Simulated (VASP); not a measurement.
## Be16P: single point with PBEsol

The system is Be16P, a slab with vacuum.

```
Be P
1.0
     4.58000    0.00000    0.00000
     2.29000    3.96640    0.00000
     0.00000    0.00000   16.38265
Be P
16 1
Cartesian
  0.0000 1.3221 1.0000
  2.2900 1.3221 1.0000
  1.1450 3.3053 1.0000
  3.4350 3.3053 1.0000
  -0.0125 -0.0091 2.8542
  2.2787 -0.0168 2.8199
  1.1264 1.9785 2.8207
  3.4294 1.9779 2.8550
  -0.0427 1.2938 4.6745
  2.2477 1.2942 4.5905
  1.1494 3.3035 4.6820
  3.3917 3.2778 4.6728
  0.0828 0.0431 6.5937
  2.2891 -0.0661 6.3899
  1.0926 2.0060 6.3944
  3.2985 1.9000 6.5634
  4.0306 4.9593 8.0744
```

| Quantity | Value |
| --- | --- |
| Program | VASP 6.6.1 |
| Task | single point |
| Functional | PBEsol |
| Potentials or basis | VASP PAW PBE potentials, release 64 (Be, P) |
| Cutoff | 520 eV |
| k mesh | 5 × 5 × 1 |
| Occupations | fermi-dirac, width 0.15 eV |
| Spin | no spin polarisation |
| Dipole correction | no |
| Further INCAR settings | LREAL = Auto; ALGO = Normal; EDIFF = 1e-06; NBANDS = 32 |

The largest force is 0.205 eV/Å.

Forces on the atoms (eV/Å):
```
Be  -0.139  0.003  0.034
Be   0.069  0.038 -0.171
Be   0.023  0.006  0.053
Be  -0.066 -0.129  0.030
Be  -0.001 -0.001  0.009
Be  -0.007 -0.002  0.002
Be  -0.005 -0.003  0.002
Be  -0.002 -0.002 -0.005
Be  -0.011 -0.007  0.014
Be  -0.011 -0.009 -0.006
Be  -0.005 -0.003 -0.008
Be  -0.010 -0.006  0.012
Be   0.013  0.008  0.055
Be   0.005 -0.020 -0.012
Be  -0.015  0.022 -0.015
Be  -0.009 -0.009  0.003
P    0.171  0.114  0.003
```

Levels at points of the mesh, in eV from the Fermi level:
```tsv
k point	band 16	band 17	band 18	band 19	band 20	band 21
(0.00, 0.00, 0.00)	-1.97	-1.94	-1.89	-1.63	-0.28	1.17
```

Wall time 5 min on 1 thread of Intel(R) Xeon(R) Platinum 8259CL CPU @ 2.50GHz (Skylake/Cascade Lake), on a shared host, peak memory 0.41 GiB.

Caveat: the PAW data sets were made with another functional, which shifts forces and pressure a little.
